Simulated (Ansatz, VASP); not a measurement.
## One calculation of Fe, two programs

INCAR

```
PREC = Accurate
ENCUT = 520
EDIFF = 1E-6
ISMEAR = -1
SIGMA = 0.1
LREAL = False
LASPH = True
NELM = 150
ALGO = Normal
ISIF = 2
LWAVE = False
LCHARG = False
ISPIN = 2
MAGMOM = 2.5 2.5
LORBIT = 11
LMAXMIX = 4
GGA = PS
NBANDS = 19
```

Contents of KPOINTS:

```
regular mesh
0
Gamma
  14 14 14
```

File POSCAR:

```
Fe
1.0
    2.8313533356      0.0000000000      0.0000000000
    0.0000000000      2.8313533356      0.0000000000
    0.0000000000      0.0000000000      2.8313533356
Fe
2
Direct
    0.0000000000      0.0000000000      0.0000000000
    0.5000000000      0.5000000000      0.5000000000
```

Input for Ansatz:

```yaml
crystal:
  lattice:
    - [2.8313533356, 0.0, 0.0]
    - [0.0, 2.8313533356, 0.0]
    - [0.0, 0.0, 2.8313533356]
  atoms:
    - { symbol: Fe, position: [0.0, 0.0, 0.0], spin: 2.5 }
    - { symbol: Fe, position: [0.5, 0.5, 0.5], spin: 2.5 }
magnetization:
  spin_polarized: true
kpoints:
  mp_grid: { grid: [14, 14, 14] }
scf:
  occupations: { method: fermi_dirac, width: 0.1 }
  initial_density: { chi_scale: 0.1 }
hamiltonian:
  xc: pbesol
  pseudopotentials: { kind: paw }
output:
  forces: true
  stress: true
  eigenvalues: true
  write_density: true
  write_potential: true
  elf: true
  volumetric_format: npy
```

Alike in both runs: task single point; functional PBEsol; k mesh 14 × 14 × 14; occupations fermi-dirac, width 0.1 eV; collinear spin.

|  | VASP | Ansatz |
| --- | --- | --- |
| version | VASP 6.6.1 | Ansatz 0.2.0 |
| potentials or method | VASP PAW PBE potentials, release 64 (Fe) | PAW with Ansatz's default frozen-core files, scalar-relativistic |
| plane-wave cutoff (eV) | 520 | 420 |
| valence electrons in the cell | 16 | 32 |

```tsv
	VASP	Ansatz	Ansatz less VASP
gap on the k mesh at the Fermi level (eV)	none	none	-
pressure (GPa)	-9.2	-9.4	-0.12
net moment per atom (μB)	2.18	2.17	-0.017
size of the moment on the site where the two differ most (μB)	2.17	2.20	+0.029
```

VASP's potentials were made for PBE, not for PBEsol. Site moments also hang on the region over which each program counts them. A gap of «none» marks a metal or a gap that the smearing closes. VASP's potentials hold 16 valence electrons a cell and Ansatz's 32, so a difference there can come from the potentials and not from the codes.
